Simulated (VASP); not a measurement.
Write the native input for VASP 6.6.1 that does the following.

```
Task                   : single point
Functional             : PBE
Potentials or basis    : VASP PAW PBE potentials, release 64 (Hf_pv, S)
Cutoff                 : 520 eV
k mesh                 : 3 × 3 × 3
Occupations            : gaussian, width 0.2 eV
Spin                   : no spin polarisation
Dipole correction      : no
Further INCAR settings : ALGO = Normal; EDIFF = 1e-06; NBANDS = 40
```

The structure of Hf3S5 lies in POSCAR:

```
Hf3S5
1.0
    6.9793439139      0.0000000000      0.0000000000
    0.0000000000      6.9793439139      0.0000000000
    0.0000000000      0.0000000000      4.8752104217
Hf S
3 5
Direct
    0.0000000000      0.0000000000      0.7462762954
    0.0000000000      0.0000000000      0.2537237046
    0.5000000000      0.5000000000      0.0000000000
    0.5000000000      0.5000000000      0.5000000000
    0.1501227636      0.5000000000      0.5000000000
    0.8498772364      0.5000000000      0.5000000000
    0.5000000000      0.8498772364      0.5000000000
    0.5000000000      0.1501227636      0.5000000000
```

The cell was generated, and may not be a known phase.

One way to write it, as run:

INCAR

```
SYSTEM = Hf3S5
ALGO = Normal ; EDIFF = 1E-6
ENCUT = 520 ; GGA = PE
ISIF = 2 ; ISMEAR = 0
LASPH = .TRUE. ; LCHARG = .FALSE.
LREAL = .FALSE. ; LWAVE = .FALSE.
NBANDS = 40 ; NELM = 100
PREC = Accurate ; SIGMA = 0.2
```

KPOINTS

```
k-points
0
G
  3 3 3
  0 0 0
```

Potentials or basis: VASP PAW PBE potentials, release 64 (Hf_pv, S).

Command:

```sh
$ cat potpaw_PBE.64/Hf_pv/POTCAR potpaw_PBE.64/S/POTCAR > POTCAR
$ mpirun -np 1 vasp_std > vasp.out
```

It gave:

The pressure is -0.1 GPa, the largest force is 0.123 eV/Å and the band gap on the k mesh is zero (bands 30 and 31 overlap by 0.54 eV).

Caveat: the k points lie up to 0.43 Å⁻¹ apart, too coarse for converged energies and pressures of a metal; spin-orbit coupling is left out, which moves the levels of the heavy elements.

Wall time 2.4 min on 1 thread of Intel Xeon 8259CL, on a shared host, peak memory 0.32 GiB.
